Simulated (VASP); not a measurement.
# P (R-3m) in VASP: notebook

Runs on P. Level: r2SCAN. Tasks: single point.

All numbers are computed with VASP 6.6.1; they aren't measurements. Logs are shortened: lines on timing, memory, paths and dates and some standing lists are left out, and cuts for length are marked.

## Step 1: The cell of the first run

The structure is trigonal, space group R-3m (No. 166). Conventional cell: a = 3.555 Å, b = 3.555 Å, c = 9.530 Å, α = 90.00°, β = 90.00°, γ = 120.00°. P (site symmetry 3m) has 6 P at 2.35 to 2.88 Å within 3.1 Å.

## Step 2: Single point, r2SCAN (strain +0.030 along x and y, +0.015 along z)

Contents of POSCAR:

```
P
1.0
    1.7774969333      1.0262383330      3.1766252123
   -1.7774969333      1.0262383330      3.1766252123
    0.0000000000     -2.0524766659      3.1766252123
P
2
Direct
    0.2270802500      0.2270802500      0.2270802500
    0.7729197500      0.7729197500      0.7729197500
```

Contents of INCAR.step1:

```
SYSTEM = P
PREC = Accurate
ENCUT = 520
ISMEAR = 0
SIGMA = 0.15
LREAL = .False.
LASPH = .True.
NELM = 80
NBANDS = 12
GGA = PE
ALGO = Normal
EDIFF = 1E-4
LWAVE = .True.
LCHARG = .False.
```

Contents of INCAR.step2:

```
SYSTEM = P
PREC = Accurate
ENCUT = 520
EDIFF = 1E-6
ISMEAR = 0
SIGMA = 0.15
LREAL = .False.
LASPH = .True.
NELM = 80
ALGO = Normal
ISIF = 2
LWAVE = .False.
LCHARG = .False.
METAGGA = R2SCAN
LMIXTAU = .True.
NBANDS = 12
ISTART = 1
```

Contents of KPOINTS:

```
Automatic mesh
0
Gamma
  18 18 18
  0 0 0
```

Potentials or basis: VASP PAW PBE potentials, release 64 (P).

Launch:

```bash
$ cat potpaw_PBE.64/P/POTCAR > POTCAR
$ cp INCAR.step1 INCAR
$ mpirun -np 1 vasp_std > vasp.out
$ cp INCAR.step2 INCAR
$ mpirun -np 1 vasp_std > vasp.out
```

OUTCAR:

```text
SYSTEM = P
   PREC = Accurate
   ENCUT = 520
   EDIFF = 1E-6
   ISMEAR = 0
   LREAL = .False.
   LASPH = .True.
   NELM = 80
   ISIF = 2
   METAGGA = R2SCAN
   ISTART = 1

 ion  position               nearest neighbor table
   1  0.227  0.227  0.227-   2 2.35   2 2.35   2 2.35   2 2.88   2 2.88   2 2.88
   2  0.773  0.773  0.773-   1 2.35   1 2.35   1 2.35   1 2.88   1 2.88   1 2.88

  LATTYP: Found a trigonal (rhomboedric) cell.
 ALAT       =     3.7820111321
 COS(alpha) =     0.5582240085

  Lattice vectors:

 A1 = (   1.7774969333,   1.0262383330,   3.1766252123)
 A2 = (  -1.7774969333,   1.0262383330,   3.1766252123)
 A3 = (   0.0000000000,  -2.0524766659,   3.1766252123)

Analysis of symmetry for initial positions (statically):
=====================================================================
 Subroutine PRICEL returns:
 Original cell was already a primitive cell.

 Routine SETGRP: Setting up the symmetry group for a
 trigonal (rhombohedral) supercell.

 Subroutine GETGRP returns: Found 12 space group operations
 (whereof 12 operations were pure point group operations)
 out of a pool of 12 trial point group operations.

The static configuration has the point symmetry D_3d.

Analysis of symmetry for dynamics (positions and initial velocities):
=====================================================================
 Subroutine PRICEL returns:
 Original cell was already a primitive cell.

 Routine SETGRP: Setting up the symmetry group for a
 trigonal (rhombohedral) supercell.

 Subroutine GETGRP returns: Found 12 space group operations
 (whereof 12 operations were pure point group operations)
 out of a pool of 12 trial point group operations.

The dynamic configuration has the point symmetry D_3d.

 Subroutine INISYM returns: Found 12 space group operations
 (whereof 12 operations are pure point group operations),
 and found     1 'primitive' translations

----------------------------------------------------------------------------------------

                                     Primitive cell

  volume of cell :      34.7676

  direct lattice vectors                    reciprocal lattice vectors
     1.777496933  1.026238333  3.176625212     0.281294437  0.162405419  0.104933164
    -1.777496933  1.026238333  3.176625212    -0.281294437  0.162405419  0.104933164
     0.000000000 -2.052476666  3.176625212     0.000000000 -0.324810838  0.104933164

  length of vectors
     3.782011132  3.782011132  3.782011132     0.341340079  0.341340079  0.341340079

  position of ions in fractional coordinates (direct lattice)
     0.227080250  0.227080250  0.227080250
     0.772919750  0.772919750  0.772919750

  ion indices of the primitive-cell ions
   primitive index   ion index
                 1           1
                 2           2

----------------------------------------------------------------------------------------

 KPOINTS: Automatic mesh

Automatic generation of k-mesh.
 Grid dimensions read from file:
 generate k-points for:   18   18   18

 Generating k-lattice:

  Cartesian coordinates                     Fractional coordinates (reciprocal lattice)
     0.015627469  0.009022523  0.005829620     0.055555556  0.000000000  0.000000000
    -0.015627469  0.009022523  0.005829620     0.000000000  0.055555556  0.000000000
     0.000000000 -0.018045047  0.005829620    -0.000000000 -0.000000000  0.055555556

  Length of vectors
     0.018963338  0.018963338  0.018963338

  Shift w.r.t. Gamma in fractional coordinates (k-lattice)
     0.000000000  0.000000000  0.000000000

 Subroutine IBZKPT returns following result:
 ===========================================

 Found    580 irreducible k-points:

 Following reciprocal coordinates:
            Coordinates               Weight
  0.000000  0.000000  0.000000      1.000000
  0.055556  0.000000 -0.000000      6.000000
  0.111111  0.000000 -0.000000      6.000000
  0.166667  0.000000  0.000000      6.000000
  0.222222  0.000000 -0.000000      6.000000
  0.277778  0.000000  0.000000      6.000000
[... 16 lines left out ...]
 -0.277778  0.055556 -0.000000     12.000000
 -0.222222  0.055556  0.000000     12.000000
 [... further k-points ...]
   k-points           NKPTS =    580   k-points in BZ     NKDIM =    580   number of bands    NBANDS=     12
   number of dos      NEDOS =    301   number of ions     NIONS =      2
   total plane-waves  NPLWV =  21952
   dimension x,y,z NGX =    28 NGY =   28 NGZ =   28
   dimension x,y,z NGXF=    56 NGYF=   56 NGZF=   56
   ions per type =               2
   NGX,Y,Z   is equivalent  to a cutoff of  12.31, 12.31, 12.31 a.u.
   NGXF,Y,Z  is equivalent  to a cutoff of  24.62, 24.62, 24.62 a.u.
 SYSTEM =  P
   PREC   = accura    normal or accurate (medium, high low for compatibility)
   ISTART =      1    job   : 0-new  1-cont  2-samecut
   ICHARG =      0    charge: 1-file 2-atom 10-const
   ISPIN  =      1    spin polarized calculation?
   LNONCOLLINEAR =      F non collinear calculations
   LSORBIT =      F    spin-orbit coupling
   LASPH  =      T    aspherical Exc in radial PAW
   ENCUT  =  520.0 eV  38.22 Ry    6.18 a.u.   7.03  7.03  7.03*2*pi/ulx,y,z
   NELM   =     80;   NELMIN=  2; NELMDL=  0     # of ELM steps
   EDIFF  = 0.1E-05   stopping-criterion for ELM
   LREAL  =      F    real-space projection
   EDIFFG = 0.1E-04   stopping-criterion for IOM
   NSW    =      0    number of steps for IOM
   IBRION =     -1    ionic relax: 0-MD 1-quasi-New 2-CG
   NFREE  =      0    steps in history (QN), initial steepest desc. (CG)
   ISIF   =      2    stress and relaxation
   ISYM   =      2    0-nonsym 1-usesym 2-fastsym
   POTIM  = 0.5000    time-step for ionic-motion
   TEBEG  =    0.0;   TEEND  =   0.0 temperature during run
   PSTRESS=    0.0 pullay stress
   NELECT =      10.0000    total number of electrons
   NUPDOWN=      -1.0000    fix difference up-down
   EMIN   =  10.00;   EMAX   =-10.00  energy-range for DOS
   EFERMI =   0.00;   METHOD = LEGACY
   ISMEAR =     0;   SIGMA  =   0.15  broadening in eV -4-tet -1-fermi 0-gaus
   EFERMI_NEDOS =   21; number of points for ismear=-14 and -15
   IALGO  =     38    algorithm
   IMIX   =      4    mixing-type and parameters
     AMIX     =   0.40;   BMIX     =  1.00
     AMIX_MAG =   1.60;   BMIX_MAG =  1.00
  volume/ion in A,a.u.               =      17.38       117.31
  Fermi-wavevector in a.u.,A,eV,Ry     =   1.080646  2.042125 15.888822  1.167795
  Thomas-Fermi vector in A             =   2.216642
   LORBIT       =      0    0 simple, 1 ext, 2 COOP (PROOUT), +10 PAW based schemes
   METAGGA = R2SCAN    functional components
   LHFCALC =     F    Hartree Fock is set to
   AEXX    =    0.0000 exact exchange contribution
   IVDW    =     0    specifies the selected vdW correction
   LEPSILON=     F    determine dielectric tensor
   LRPA    =     F    only Hartree local field effects (RPA)
 non-spin polarized calculation
 Gauss-broadening in eV      SIGMA  =   0.15
  energy-cutoff  :      520.00
  volume of cell :       34.77
 maximum number of plane-waves:       967
   NGX = 15   NGY = 15   NGZ = 15

 number of electron      10.0000000 magnetization

 Free energy of the ion-electron system (eV)
  ---------------------------------------------------
  ext. energy  EPLUGINS =         0.00000000
  ---------------------------------------------------
  free energy    TOTEN  =       -17.72249208 eV

  energy without entropy =      -17.72051586  energy(sigma->0) =      -17.72150397

 E-fermi :   8.0167     XC(G=0): -10.9491

 val. band max:        8.0088928058   @ k =   0.4444   0.0556   0.0556
 cond. band min:       8.0170727314   @ k =   0.3333   0.1111   0.1111
 fundamental gap:      0.0081799256
 Fermi energy:         8.0167070643

 k-point     1 :       0.0000    0.0000    0.0000
  band No.  band energies     occupation
      1      -8.6314      2.00000
      2       3.9030      2.00000
      3       4.9129      2.00000
      4       4.9129      2.00000
      5       4.9529      2.00000
      6       9.4263      0.00000
      7      10.7271      0.00000
      8      10.7271      0.00000
      9      14.1402      0.00000
     10      14.1402      0.00000
     11      15.4540      0.00000
     12      15.5752      0.00000

 k-point     2 :       0.0556    0.0000   -0.0000
  band No.  band energies     occupation
      1      -8.5825      2.00000
      2       3.3938      2.00000
      3       4.8786      2.00000
      4       4.9077      2.00000
      5       5.2692      2.00000
      6       9.5537      0.00000
      7      10.6960      0.00000
      8      10.7077      0.00000
      9      13.8483      0.00000
     10      13.8931      0.00000
     11      14.7296      0.00000
     12      16.0631      0.00000

 k-point     3 :       0.1111    0.0000   -0.0000
  band No.  band energies     occupation
      1      -8.4359      2.00000
      2       2.4671      2.00000
      3       4.7847      2.00000
      4       4.8278      2.00000
      5       5.7428      2.00000
      6       9.7671      0.00000
      7      10.5922      0.00000
      8      10.6558      0.00000
      9      13.2246      0.00000
     10      13.6765      0.00000
     11      14.3979      0.00000
     12      17.0487      0.00000
[... 286 lines left out ...]
 k-point    23 :      -0.2778    0.0556   -0.0000
  band No.  band energies     occupation
      1      -7.1990      2.00000
      2      -1.1355      2.00000
      3       3.9078      2.00000
      4       5.0180      2.00000
      5       6.4924      2.00000
      6       8.8309      0.00000
      7       9.0686      0.00000
      8      10.0779      0.00000
      9      14.2926      0.00000
     10      14.8467      0.00000
     11      16.3541      0.00000
     12      20.5622      0.00000

 k-point    24 :      -0.2222    0.0556    0.0000
  band No.  band energies     occupation
      1      -7.6626      2.00000
      2      -0.0855      2.00000
      3       4.0489      2.00000
      4       5.0656      2.00000
      5       6.3030      2.00000
      6       9.2273      0.00000
      7       9.5714      0.00000
      8      10.3373      0.00000
      9      13.4947      0.00000
     10      14.4325      0.00000
     11      15.3232      0.00000
     12      19.2691      0.00000

 [... further k-points ...]
[... 5 lines left out ...]
  --------------------------------------------------------------------------------------
  -------------------------------------------------------------------------------------
  Total       -1.6005715     -1.6005715     -0.8894006     -0.0000000     -0.0000000      0.0000000
  in kB      -73.7583739    -73.7583739    -40.9858227     -0.0000000     -0.0000000      0.0000000
  external PRESSURE =     -62.8341901 kB  Pullay stress =       0.0000000 kB

 VOLUME and BASIS-vectors are now :
 -----------------------------------------------------------------------------
  energy-cutoff  :      520.00
  volume of cell :       34.77
      direct lattice vectors                 reciprocal lattice vectors
     1.777496933  1.026238333  3.176625212     0.281294437  0.162405419  0.104933164
    -1.777496933  1.026238333  3.176625212    -0.281294437  0.162405419  0.104933164
     0.000000000 -2.052476666  3.176625212     0.000000000 -0.324810838  0.104933164

 POSITION                                       TOTAL-FORCE (eV/Angst)
 -----------------------------------------------------------------------------------
      0.00000      0.00000      2.16405         0.000000     -0.000000     -0.409083
      0.00000      0.00000      7.36583         0.000000      0.000000      0.409083
 -----------------------------------------------------------------------------------
    total drift:                                0.000000     -0.000000     -0.000000

  FREE ENERGIE OF THE ION-ELECTRON SYSTEM (eV)
  ---------------------------------------------------
  free  energy   TOTEN  =       -17.7224920806 eV

  energy  without entropy=      -17.7205158584  energy(sigma->0) =      -17.72150397
```

It took 13 min on 1 thread of Oxide Virtual Turin-like, shared host; peak memory 0.27 GiB.

Results:

| Property | Result |
| --- | --- |
| Free energy | -17.7225 eV |
| Pressure | -6.3 GPa |
| Largest force | 0.409 eV/Å |
| Band gap on the k mesh | zero (bands 5 and 6 overlap by 0.57 eV) |

Forces on the atoms (eV/Å):
```
P    0.000  0.000 -0.409
P    0.000  0.000  0.409
```

Stress tensor (GPa, compression positive):
```
-7.38  0.00  0.00
 0.00 -7.38  0.00
 0.00  0.00 -4.10
```

Levels at points of the mesh, in eV from the Fermi level:
```
           k point  band 1  band 2  band 3  band 4  band 5  band 6  band 7  band 8  band 9  band 10
(0.00, 0.00, 0.00)  -16.65   -4.11   -3.10   -3.10   -3.06    1.41    2.71    2.71    6.12     6.12
(0.50, 0.00, 0.00)  -13.31  -12.10   -3.92   -3.33   -0.67   -0.16    0.37    0.61    9.36    10.30
(0.50, 0.50, 0.00)  -13.12  -10.21   -6.89   -5.49   -5.28    0.60    5.99    7.44    8.19     9.36
(0.50, 0.50, 0.50)  -14.74  -10.91   -2.96   -2.96   -0.15   -0.15   -0.15    2.09    9.26     9.84
```

Caveat: the cell differs from its parent crystal (strain +0.030 along x and y, +0.015 along z); the cell stands under tension; the PAW data sets were made with another functional, which shifts forces and pressure a little.

## Step 3: Single point, r2SCAN (strain +0.030 along x and y, +0.030 along z)

Contents of POSCAR:

```
P
1.0
    1.7774969333      1.0262383330      3.2235704125
   -1.7774969333      1.0262383330      3.2235704125
    0.0000000000     -2.0524766659      3.2235704125
P
2
Direct
    0.2270802500      0.2270802500      0.2270802500
    0.7729197500      0.7729197500      0.7729197500
```

Contents of INCAR.step1:

```
PREC = Accurate
ENCUT = 520
ISMEAR = 0
SIGMA = 0.15
LREAL = F
LASPH = T
NELM = 80
NBANDS = 12
GGA = PE
ALGO = Normal
EDIFF = 1E-4
LWAVE = T
LCHARG = F
```

Contents of INCAR.step2:

```
PREC = Accurate
ENCUT = 520
EDIFF = 1E-6
ISMEAR = 0
SIGMA = 0.15
LREAL = F
LASPH = T
NELM = 80
ALGO = Normal
ISIF = 2
LWAVE = F
LCHARG = T
METAGGA = R2SCAN
LMIXTAU = T
LELF = T
LVHAR = T
NBANDS = 12
ISTART = 1
```

Contents of KPOINTS:

```
Automatic mesh
0
Gamma
  18 18 18
```

Potentials or basis: VASP PAW PBE potentials, release 64 (P).

Launch:

```bash
$ cat potpaw_PBE.64/P/POTCAR > POTCAR
$ cp INCAR.step1 INCAR
$ mpirun -np 1 vasp_std > vasp.out
$ cp INCAR.step2 INCAR
$ mpirun -np 1 vasp_std > vasp.out
```

Wall time 16 min (1 thread of Oxide Virtual Turin-like, shared host); peak memory 0.27 GiB.

Results (log left out):

```yaml
Free_energy: -17.7074 eV
Pressure: -6.9 GPa
Largest_force: 0.570 eV/Å
Band_gap_on_the_k_mesh: zero (bands 5 and 6 overlap by 0.60 eV)
```

Forces on the atoms (eV/Å):
```
P    0.000  0.000 -0.570
P    0.000  0.000  0.570
```

Stress tensor (GPa, compression positive):
```
-7.70  0.00  0.00
 0.00 -7.70  0.00
 0.00  0.00 -5.39
```

Levels at points of the mesh, in eV from the Fermi level:
| k point | band 3 | band 4 | band 5 | band 6 | band 7 | band 8 |
| --- | --- | --- | --- | --- | --- | --- |
| (0.00, 0.00, 0.00) | -3.19 | -3.05 | -3.05 | 1.38 | 2.65 | 2.65 |
| (0.50, 0.00, 0.00) | -3.91 | -3.42 | -0.71 | -0.22 | 0.22 | 0.63 |
| (0.50, 0.50, 0.00) | -6.86 | -5.40 | -5.28 | 0.64 | 5.79 | 7.30 |
| (0.50, 0.50, 0.50) | -2.90 | -2.90 | -0.10 | -0.08 | -0.08 | 2.06 |

Caveat: the cell differs from its parent crystal (strain +0.030 along x and y, +0.030 along z); the cell stands under tension; the PAW data sets were made with another functional, which shifts forces and pressure a little.
